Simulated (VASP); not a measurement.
Here is a VASP 6.6.1 calculation.

The input INCAR:

```
PREC = Accurate
ENCUT = 520
EDIFF = 1E-7
ISMEAR = 0
SIGMA = 0.1
LREAL = False
LASPH = True
NELM = 60
ALGO = Normal
ISIF = 2
LWAVE = False
LCHARG = False
GGA = PE
NBANDS = 18
```

KPOINTS

```
regular mesh
0
Gamma
  6 6 4
```

The input POSCAR:

```
Mg3H8
1.0
    4.1156485939      0.0000000000      0.0000000000
   -2.0578242969      3.5642562354      0.0000000000
    0.0000000000      0.0000000000      7.8432935452
Mg H
3 8
Direct
    0.3333333333      0.6666666667      0.7210524470
    0.3333333333      0.6666666667      0.2789475530
    0.6666666667      0.3333333333      0.0000000000
    0.5059093704      0.4940906296      0.5000000000
    0.5059093704      1.0118187407      0.5000000000
   -0.0118187407      0.4940906296      0.5000000000
    0.3333333333      0.6666666667      0.5000000000
    0.1693012092      0.8306987908      0.0000000000
    0.1693012092      0.3386024183      0.0000000000
    0.6613975817      0.8306987908      0.0000000000
    0.3333333333      0.6666666667      0.0000000000
```

Potentials or basis: VASP PAW PBE potentials, release 64 (Mg, H).

Command:

```bash
$ cat potpaw_PBE.64/Mg/POTCAR potpaw_PBE.64/H/POTCAR > POTCAR
$ mpirun -np 1 vasp_std > vasp.out
```

What does it give for the largest force?

0.023 eV/Å.

What does it give for the band gap on the k mesh?

Zero (band 7 reaches 1.70 eV, above the bottom of band 8 at 0.59 eV).

Predict the pressure.

-0.1 GPa.

Stress tensor (GPa, compression positive):
```
 0.04  0.00  0.00
 0.00  0.04  0.00
 0.00  0.00 -0.30
```
